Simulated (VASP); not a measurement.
Here is a VASP 6.6.1 calculation.

Contents of INCAR:

```
ALGO = Normal ; EDIFF = 1E-6
ENCUT = 520 ; GGA = PE
ISIF = 2 ; ISMEAR = 0
LASPH = T ; LCHARG = F
LREAL = F ; LWAVE = F
NBANDS = 17 ; NELM = 80
PREC = Accurate ; SIGMA = 0.02
```

Contents of KPOINTS:

```
k-points
0
Gamma
  12 12 12
```

POSCAR

```
PbS
1.0
    0.0000000000      2.9357908810      2.9357908810
    2.9357908810      0.0000000000      2.9357908810
    2.9357908810      2.9357908810      0.0000000000
Pb S
1 1
Direct
    0.0000000000      0.0000000000      0.0000000000
    0.5000000000      0.5000000000      0.5000000000
```

Potentials or basis: VASP PAW PBE potentials, release 64 (Pb_d, S).

Launch:

```sh
$ cat potpaw_PBE.64/Pb_d/POTCAR potpaw_PBE.64/S/POTCAR > POTCAR
$ mpirun -np 1 vasp_std > vasp.out
```

Task: Predict the band gap on the k mesh.

Result: 0.25 eV, direct.

Task: What does it give for the pressure?

Result: 4.2 GPa.

Caveat: spin-orbit coupling is left out, which moves the levels of the heavy elements. A k mesh can miss the band edges.
